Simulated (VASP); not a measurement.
Set up this calculation in VASP 6.6.1, as the native input.

```
Task                   : single point
Functional             : r2SCAN
Potentials or basis    : VASP PAW PBE potentials, release 64 (S, Mg)
Cutoff                 : 520 eV
k mesh                 : 9 × 9 × 9
Occupations            : fermi-dirac, width 0.05 eV
Spin                   : no spin polarisation
Dipole correction      : no
Further INCAR settings : ALGO = Normal; EDIFF = 1e-07; NBANDS = 11
```

The system is MgS (Niningerite).

```xyz
2
Lattice="0.0000 2.5665 2.5665 2.5665 0.0000 2.5665 2.5665 2.5665 0.0000" Properties=species:S:1:pos:R:3 pbc="T T T"
S     2.5665    2.5665    2.5665
Mg    0.0000    0.0000    0.0000
```

These files were run (other wordings do the same):

POSCAR

```
MgS
1.0
    0.0000000000      2.5664882573      2.5664882573
    2.5664882573      0.0000000000      2.5664882573
    2.5664882573      2.5664882573      0.0000000000
S Mg
1 1
Direct
    0.5000000000      0.5000000000      0.5000000000
    0.0000000000      0.0000000000      0.0000000000
```

INCAR.step1

```
SYSTEM = MgS
PREC = Accurate
ENCUT = 520
ISMEAR = -1
SIGMA = 0.05
LREAL = .False.
LASPH = .True.
NELM = 100
NBANDS = 11
GGA = PE
ALGO = Normal
EDIFF = 1E-4
LWAVE = .True.
LCHARG = .False.
```

INCAR.step2

```
SYSTEM = MgS
PREC = Accurate
ENCUT = 520
EDIFF = 1E-7
ISMEAR = -1
SIGMA = 0.05
LREAL = .False.
LASPH = .True.
NELM = 100
ALGO = Normal
ISIF = 2
LWAVE = .False.
LCHARG = .False.
METAGGA = R2SCAN
LMIXTAU = .True.
NBANDS = 11
ISTART = 1
```

KPOINTS

```
Automatic mesh
0
Gamma
  9 9 9
  0 0 0
```

Potentials or basis: VASP PAW PBE potentials, release 64 (S, Mg).

Run with:

```bash
$ cat potpaw_PBE.64/S/POTCAR potpaw_PBE.64/Mg/POTCAR > POTCAR
$ cp INCAR.step1 INCAR
$ mpirun -np 1 vasp_std > vasp.out
$ cp INCAR.step2 INCAR
$ mpirun -np 1 vasp_std > vasp.out
```

Results of the run:

```yaml
Pressure: 3.0 GPa
Band_gap_on_the_k_mesh: 3.65 eV, indirect (least direct gap 4.97 eV)
```

Caveat: the PAW data sets were made with another functional, which shifts forces and pressure a little.

Run time: 35 s on 1 thread of Intel(R) Xeon(R) 6975P-C (Granite Rapids) (shared host), peak memory 0.17 GiB.
